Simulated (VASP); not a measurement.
Runs of VASP 6.6.1 on Nb. The structure is that of space group P6_3/mmc (No. 194), or close to it. The cells are those of the table. This isn't the form of Nb at room conditions, which is bcc.

```tsv
task	cell	k mesh	cutoff (eV)	gap on the mesh (eV)	pressure (GPa)	relaxed volume (Å³/atom)
relaxation of cell and atoms	relaxed from a = 4.588, b = 4.588, c = 4.686 Å, angles 90.0, 90.0, 120.0°, 4 atoms	6 × 6 × 4	600	none	0.0	21.62
single point	a = 4.588, b = 4.588, c = 4.686 Å, angles 90.0, 90.0, 120.0°, 4 atoms	6 × 6 × 2	520	none	-0.1	-
relaxation of cell and atoms	relaxed from a = 3.220, b = 3.220, c = 8.769 Å, angles 90.0, 90.0, 120.0°, 4 atoms	6 × 6 × 2	600	none	0.1	21.24
single point	a = 4.561, b = 4.561, c = 4.802 Å, angles 90.0, 90.0, 120.0°, 4 atoms	6 × 6 × 4	520	none	0.0	-
single point	a = 3.220, b = 3.220, c = 8.769 Å, angles 90.0, 90.0, 120.0°, 4 atoms	6 × 6 × 2	520	none	(a)	-
single point	a = 4.537, b = 4.537, c = 4.873 Å, angles 90.0, 90.0, 120.0°, 4 atoms	12 × 12 × 10	520	none	-0.1	-
```

Alike in all rows: level PBE; potentials or basis VASP PAW PBE potentials, release 64 (Nb_sv); no spin polarisation; smearing gaussian 0.1 eV.

Task: Estimate the missing entries.

Result: (a) 163.0.

Caveats: some runs use coarse meshes; a cell axis changed by over 15 % at a fixed basis, so the end point is rough (at least some runs); atoms lie so close that the PAW spheres overlap strongly, which falsifies energies and pressures (at least some runs).

A k mesh can miss the band edges, and the runs leave out spin-orbit coupling on Nb.

A gap of «none» marks levels without a gap at the run's occupations.
